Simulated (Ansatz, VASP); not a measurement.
# One calculation of Al, two programs

```
Al
1.0
     2.65020    0.00000    0.00000
    -1.32510    2.29514    0.00000
     0.00000    0.00000    4.78670
Al
2
Direct
  0.66667 0.33333 0.75000
  0.33333 0.66667 0.25000
```

Alike in both runs: task single point; functional PBEsol; k mesh 18 × 18 × 10; occupations gaussian, width 0.15 eV; no spin polarisation.

```csv
,VASP,Ansatz
version,VASP 6.6.1,Ansatz 0.2.0
potentials or method,"VASP PAW PBE potentials, release 64 (Al), cutoff 520 eV","scalar-relativistic, plane waves, PAW"
valence electrons in the cell,6,6
```

|  | VASP | Ansatz | Ansatz less VASP |
| --- | --- | --- | --- |
| gap on the k mesh at the Fermi level (eV) | none | none | - |
| pressure (GPa) | 13.2 | 13.0 | -0.15 |
| traceless stress, the component that is largest in VASP (GPa) | -8.34 | -8.28 | +0.069 |

VASP's potentials were made for PBE, not for PBEsol, and Ansatz warns of the same on its side. A gap of «none» marks a metal or a gap that the smearing closes.
